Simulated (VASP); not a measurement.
# ZnCd2Se3 (P-3m1) in VASP: further runs

The runs below take ZnCd2Se3 through relaxation of cell and atoms, single point, with PBE.

Program: VASP 6.6.1. These are calculated values, not measurements. Logs are shortened: lines on timing, memory, paths and dates and some standing lists are left out, and cuts for length are marked.

## Step 1: The cell of the first run

The structure is trigonal, space group P-3m1 (No. 164). Conventional cell: a = 4.081 Å, b = 4.081 Å, c = 10.011 Å, α = 90.00°, β = 90.00°, γ = 120.00°. Within 3.9 Å of Zn (site symmetry -3m) lie 6 Se at 2.95 Å. Cd (site symmetry 3m) has 6 Se at 2.86 Å within 3.8 Å. Se (site symmetry -3m) has 6 Cd at 2.86 Å within 3.8 Å. Se (site symmetry 3m) has 3 Cd at 2.86 Å and 3 Zn at 2.95 Å within 3.8 Å.

The cell was generated, and may not be a known phase.

## Step 2: Relaxation of cell and atoms, PBE

INCAR reads:

```
PREC     = Accurate       # precision mode
ENCUT    = 600            # plane-wave cutoff, eV
EDIFF    = 1E-7           # SCF threshold, eV
ISMEAR   = 0              # smearing method
SIGMA    = 0.1            # smearing width, eV
LREAL    = F              # projectors in reciprocal space
LASPH    = T              # aspherical terms in the spheres
NELM     = 80             # most SCF steps
ALGO     = Normal         # electronic algorithm
ISIF     = 3              # what is computed and relaxed
LWAVE    = F              # write WAVECAR
LCHARG   = F              # write CHGCAR
GGA      = PE             # functional
IBRION   = 2              # ionic algorithm
NSW      = 90             # ionic steps
EDIFFG   = -0.04          # ionic threshold
```

KPOINTS reads:

```
Automatic mesh
0
Gamma
  6 6 2
```

POSCAR reads:

```
ZnCd2Se3
1.0
    4.0810604100      0.0000000000      0.0000000000
   -2.0405302100      3.5343019900      0.0000000000
    0.0000000000      0.0000000000     10.0106681700
Zn Cd Se
1 2 3
Direct
    0.0000000000      0.0000000000      0.0000000000
    0.3333333300      0.6666666700      0.6616931600
    0.6666666700      0.3333333300      0.3383068400
    0.0000000000      0.0000000000      0.5000000000
    0.3333333300      0.6666666700      0.1769821900
    0.6666666700      0.3333333300      0.8230178100
```

Potentials or basis: VASP PAW PBE potentials, release 64 (Zn, Cd, Se).

Run with:

```bash
$ cat potpaw_PBE.64/Zn/POTCAR potpaw_PBE.64/Cd/POTCAR potpaw_PBE.64/Se/POTCAR > POTCAR
$ mpirun -np 1 vasp_std > vasp.out
```

OUTCAR:

```text
PREC = Accurate
   ENCUT = 600
   EDIFF = 1E-7
   ISMEAR = 0
   LREAL = F
   LASPH = T
   NELM = 80
   ISIF = 3
   GGA = PE
   IBRION = 2
   NSW = 90
   EDIFFG = -0.04

 ion  position               nearest neighbor table
   1  0.000  0.000  0.000-
   2  0.333  0.667  0.662-   6 2.86   6 2.86   6 2.86   4 2.86   4 2.86   4 2.86
   3  0.667  0.333  0.338-   5 2.86   5 2.86   5 2.86   4 2.86   4 2.86   4 2.86
   4  0.000  0.000  0.500-   2 2.86   3 2.86   3 2.86   2 2.86   3 2.86   2 2.86
   5  0.333  0.667  0.177-   3 2.86   3 2.86   3 2.86
   6  0.667  0.333  0.823-   2 2.86   2 2.86   2 2.86

  LATTYP: Found a hexagonal cell.
 ALAT       =     4.0810604100
 C/A-ratio  =     2.4529576052

  Lattice vectors:

 A1 = (   4.0810604100,   0.0000000000,   0.0000000000)
 A2 = (  -2.0405302100,   3.5343019900,   0.0000000000)
 A3 = (   0.0000000000,   0.0000000000,  10.0106681700)

Analysis of symmetry for initial positions (statically):
=====================================================================
 Subroutine PRICEL returns:
 Original cell was already a primitive cell.

 Routine SETGRP: Setting up the symmetry group for a
 hexagonal supercell.

 Subroutine GETGRP returns: Found 12 space group operations
 (whereof 12 operations were pure point group operations)
 out of a pool of 24 trial point group operations.

The static configuration has the point symmetry D_3d.

Analysis of symmetry for dynamics (positions and initial velocities):
=====================================================================
 Subroutine PRICEL returns:
 Original cell was already a primitive cell.

 Routine SETGRP: Setting up the symmetry group for a
 hexagonal supercell.

 Subroutine GETGRP returns: Found 12 space group operations
 (whereof 12 operations were pure point group operations)
 out of a pool of 24 trial point group operations.

The dynamic configuration has the point symmetry D_3d.

 Subroutine INISYM returns: Found 12 space group operations
 (whereof 12 operations are pure point group operations),
 and found     1 'primitive' translations

----------------------------------------------------------------------------------------

                                     Primitive cell

  volume of cell :     144.3909

  direct lattice vectors                    reciprocal lattice vectors
     4.081060410  0.000000000  0.000000000     0.245034354  0.141470650  0.000000000
    -2.040530210  3.534301990  0.000000000     0.000000000  0.282941300  0.000000000
     0.000000000  0.000000000 10.010668170     0.000000000  0.000000000  0.099893432

  length of vectors
     4.081060410  4.081060413 10.010668170     0.282941300  0.282941300  0.099893432

  position of ions in fractional coordinates (direct lattice)
     0.000000000  0.000000000  0.000000000
     0.333333330  0.666666670  0.661693160
     0.666666670  0.333333330  0.338306840
     0.000000000  0.000000000  0.500000000
     0.333333330  0.666666670  0.176982190
     0.666666670  0.333333330  0.823017810

  ion indices of the primitive-cell ions
   primitive index   ion index
                 1           1
                 2           2
                 3           3
                 4           4
                 5           5
                 6           6

----------------------------------------------------------------------------------------

 KPOINTS: Automatic mesh

Automatic generation of k-mesh.
 Grid dimensions read from file:
 generate k-points for:    6    6    2

 Generating k-lattice:

  Cartesian coordinates                     Fractional coordinates (reciprocal lattice)
     0.040839059  0.023578442  0.000000000     0.166666667  0.000000000  0.000000000
     0.000000000  0.047156883  0.000000000     0.000000000  0.166666667  0.000000000
     0.000000000  0.000000000  0.049946716     0.000000000  0.000000000  0.500000000

  Length of vectors
     0.047156883  0.047156883  0.049946716

  Shift w.r.t. Gamma in fractional coordinates (k-lattice)
     0.000000000  0.000000000  0.000000000

 Subroutine IBZKPT returns following result:
 ===========================================

 Found     14 irreducible k-points:

 Following reciprocal coordinates:
            Coordinates               Weight
  0.000000  0.000000  0.000000      1.000000
  0.166667  0.000000  0.000000      6.000000
  0.333333  0.000000  0.000000      6.000000
  0.500000  0.000000  0.000000      3.000000
  0.166667  0.166667  0.000000      6.000000
  0.333333  0.166667  0.000000     12.000000
  0.333333  0.333333  0.000000      2.000000
  0.000000  0.000000  0.500000      1.000000
  0.166667  0.000000  0.500000      6.000000
  0.333333  0.000000  0.500000      6.000000
  0.500000  0.000000  0.500000      3.000000
  0.166667  0.166667  0.500000      6.000000
  0.333333  0.166667  0.500000     12.000000
  0.333333  0.333333  0.500000      2.000000
   k-points           NKPTS =     14   k-points in BZ     NKDIM =     14   number of bands    NBANDS=     32
   number of dos      NEDOS =    301   number of ions     NIONS =      6
   total plane-waves  NPLWV = 103680
   dimension x,y,z NGX =    36 NGY =   36 NGZ =   80
   dimension x,y,z NGXF=    72 NGYF=   72 NGZF=  160
   ions per type =               1   2   3
   NGX,Y,Z   is equivalent  to a cutoff of  14.66, 14.66, 13.29 a.u.
   NGXF,Y,Z  is equivalent  to a cutoff of  29.33, 29.33, 26.57 a.u.
 SYSTEM =  unknown system
   PREC   = accura    normal or accurate (medium, high low for compatibility)
   ISTART =      0    job   : 0-new  1-cont  2-samecut
   ICHARG =      2    charge: 1-file 2-atom 10-const
   ISPIN  =      1    spin polarized calculation?
   LNONCOLLINEAR =      F non collinear calculations
   LSORBIT =      F    spin-orbit coupling
   LASPH  =      T    aspherical Exc in radial PAW
   ENCUT  =  600.0 eV  44.10 Ry    6.64 a.u.   8.15  8.15 19.99*2*pi/ulx,y,z
   NELM   =     80;   NELMIN=  2; NELMDL= -5     # of ELM steps
   EDIFF  = 0.1E-06   stopping-criterion for ELM
   LREAL  =      F    real-space projection
   EDIFFG = -.4E-01   stopping-criterion for IOM
   NSW    =     90    number of steps for IOM
   IBRION =      2    ionic relax: 0-MD 1-quasi-New 2-CG
   NFREE  =      1    steps in history (QN), initial steepest desc. (CG)
   ISIF   =      3    stress and relaxation
   ISYM   =      2    0-nonsym 1-usesym 2-fastsym
   POTIM  = 0.5000    time-step for ionic-motion
   TEBEG  =    0.0;   TEEND  =   0.0 temperature during run
   PSTRESS=    0.0 pullay stress
   NELECT =      54.0000    total number of electrons
   NUPDOWN=      -1.0000    fix difference up-down
   EMIN   =  10.00;   EMAX   =-10.00  energy-range for DOS
   EFERMI =   0.00;   METHOD = LEGACY
   ISMEAR =     0;   SIGMA  =   0.10  broadening in eV -4-tet -1-fermi 0-gaus
   EFERMI_NEDOS =   21; number of points for ismear=-14 and -15
   IALGO  =     38    algorithm
   IMIX   =      4    mixing-type and parameters
     AMIX     =   0.40;   BMIX     =  1.00
     AMIX_MAG =   1.60;   BMIX_MAG =  1.00
  volume/ion in A,a.u.               =      24.07       162.40
  Fermi-wavevector in a.u.,A,eV,Ry     =   1.179486  2.228906 18.928255  1.391188
  Thomas-Fermi vector in A             =   2.315796
   LORBIT       =      0    0 simple, 1 ext, 2 COOP (PROOUT), +10 PAW based schemes
   GGA     = PE    functional components
   LHFCALC =     F    Hartree Fock is set to
   AEXX    =    0.0000 exact exchange contribution
   IVDW    =     0    specifies the selected vdW correction
   LEPSILON=     F    determine dielectric tensor
   LRPA    =     F    only Hartree local field effects (RPA)
 conjugate gradient relaxation of ions
 non-spin polarized calculation
 Gauss-broadening in eV      SIGMA  =   0.10
  energy-cutoff  :      600.00
  volume of cell :      144.39
 maximum number of plane-waves:      4860
 NGX is ok and might be reduce to    36
   NGX = 17   NGY = 17   NGZ = 39

--------------------------------------- Ionic step        1  -------------------------------------------

 number of electron      54.0000003 magnetization

 Free energy of the ion-electron system (eV)
  ---------------------------------------------------
  ext. energy  EPLUGINS =         0.00000000
  ---------------------------------------------------
  free energy    TOTEN  =       -15.33097139 eV

  energy without entropy =      -15.31836307  energy(sigma->0) =      -15.32466723

 E-fermi :   1.8852     XC(G=0):  -9.7526

 val. band max:        1.8265449997   @ k =   0.1667   0.1667   0.0000
 cond. band min:       2.3390114870   @ k =   0.3333   0.0000   0.0000
 fundamental gap:      0.5124664873
 Fermi energy:         1.8852040477

 k-point     1 :       0.0000    0.0000    0.0000
  band No.  band energies     occupation
      1     -10.9293      2.00000
      2     -10.2575      2.00000
      3     -10.2229      2.00000
      4      -6.1999      2.00000
      5      -6.1999      2.00000
      6      -6.0849      2.00000
[... 592 lines left out ...]
  FREE ENERGIE OF THE ION-ELECTRON SYSTEM (eV)
  ---------------------------------------------------
  free  energy   TOTEN  =       -15.5336964848 eV

  energy  without entropy=      -15.5238455222  energy(sigma->0) =      -15.52877100

[... ionic steps 4 to 8 ...]

--------------------------------------- Ionic step        9  -------------------------------------------

 number of electron      54.0000001 magnetization

------------------------ aborting loop because EDIFF is reached ----------------------------------------

  FORCE on cell =-STRESS in cart. coord.  units (eV):
  Direction    XX          YY          ZZ          XY          YZ          ZX
  --------------------------------------------------------------------------------------
  -------------------------------------------------------------------------------------
  Total       -0.0034911     -0.0034911      0.0326043      0.0000000      0.0000000      0.0000000
  in kB       -0.0419271     -0.0419271      0.3915673      0.0000000      0.0000000      0.0000000
  external PRESSURE =       0.1025710 kB  Pullay stress =       0.0000000 kB
[... 65 lines left out ...]
  energy  without entropy=      -15.7566492285  energy(sigma->0) =      -15.76135267

--------------------------------------- Ionic step       11  -------------------------------------------

 number of electron      54.0000002 magnetization

 Free energy of the ion-electron system (eV)
  ---------------------------------------------------
  ext. energy  EPLUGINS =         0.00000000
  ---------------------------------------------------
  free energy    TOTEN  =       -15.76636495 eV

  energy without entropy =      -15.75692787  energy(sigma->0) =      -15.76164641

 E-fermi :   2.5744     XC(G=0): -10.1315

 val. band max:        2.5278856120   @ k =   0.1667   0.1667   0.0000
 cond. band min:       2.7373498750   @ k =   0.0000   0.0000   0.0000
 fundamental gap:      0.2094642630
 Fermi energy:         2.5743618170

 k-point     1 :       0.0000    0.0000    0.0000
  band No.  band energies     occupation
      1     -10.6493      2.00000
      2      -9.9971      2.00000
      3      -9.7884      2.00000
      4      -5.6357      2.00000
      5      -5.6357      2.00000
      6      -5.5479      2.00000
[... 512 lines left out ...]
  FREE ENERGIE OF THE ION-ELECTRON SYSTEM (eV)
  ---------------------------------------------------
  free  energy   TOTEN  =       -15.7663649536 eV

  energy  without entropy=      -15.7569278695  energy(sigma->0) =      -15.76164641

 reached required accuracy - stopping structural energy minimisation
```

Wall time 16 min (1 thread of Intel Xeon 8259CL, shared host); peak memory 0.38 GiB.

Results:

| Quantity | Value |
| --- | --- |
| Free energy | -15.7664 eV |
| Relaxed volume | 22.24 Å³/atom |
| Relaxed cell | a = 3.971 Å, b = 3.971 Å, c = 9.769 Å, α = 90.00°, β = 90.00°, γ = 120.00° |
| Space group after relaxing (to 0.1 Å) | P-3m1 (No. 164) |
| Energy gained by relaxing | 72.6 meV/atom |
| Ionic steps | 11 |
| Pressure after relaxing | 0.0 GPa |
| Largest force after relaxing | 0.033 eV/Å |
| Band gap on the k mesh | zero (bands 27 and 28 overlap by 0.62 eV) |

Forces on the atoms (eV/Å):
```
Zn   0.000  0.000  0.000
Cd   0.000  0.000  0.005
Cd   0.000  0.000 -0.005
Se   0.000  0.000  0.000
Se   0.000  0.000 -0.033
Se   0.000  0.000  0.033
```

The path:
```csv
step,energy change (eV),largest force (eV/Å),pressure (GPa),volume (Å³)
1,0.0000,0.9718,-2.94,144.39
2,-0.1823,1.0066,0.10,135.36
3,-0.2027,0.9980,2.05,131.13
4,-0.3378,0.5484,1.74,130.73
5,-0.3987,0.3585,1.71,130.21
6,-0.4222,0.1500,-1.08,135.90
7,-0.4266,0.2061,-0.33,134.22
8,-0.4333,0.0995,-0.15,133.78
9,-0.4351,0.0499,0.01,133.41
10,-0.4351,0.0518,0.02,133.39
11,-0.4354,0.0326,-0.01,133.44
```

Final structure:
```xyz
6
Lattice="3.9714 0.0000 0.0000 -1.9857 3.4394 0.0000 0.0000 0.0000 9.7692" Properties=species:S:1:pos:R:3 pbc="T T T"
Zn   -1.9857    3.4394    0.0000
Cd    0.0000    2.2929    6.5716
Cd    1.9857    1.1465    3.1976
Se   -1.9857    3.4394    4.8846
Se    0.0000    2.2929    1.4752
Se    1.9857    1.1465    8.2939
```

Levels at points of the mesh, in eV from the Fermi level:
```tsv
k point	band 24	band 25	band 26	band 27	band 28	band 29	band 30	band 31
(0.00, 0.00, 0.00)	-0.35	-0.35	-0.20	-0.20	0.16	3.03	3.17	5.55
(0.50, 0.00, 0.00)	-1.48	-1.34	-0.87	-0.69	-0.66	2.76	2.96	4.56
(0.00, 0.00, 0.50)	-0.49	-0.49	-0.13	-0.13	1.93	2.22	3.07	5.11
(0.50, 0.00, 0.50)	-1.94	-1.65	-0.13	-0.11	0.68	0.92	3.01	5.10
```

Caveat: semilocal functionals underestimate gaps, and a narrow one can read as zero.

[end of part 1 of 2]

The gap in the log of VASP goes by the Fermi energy; the results here count the filled bands.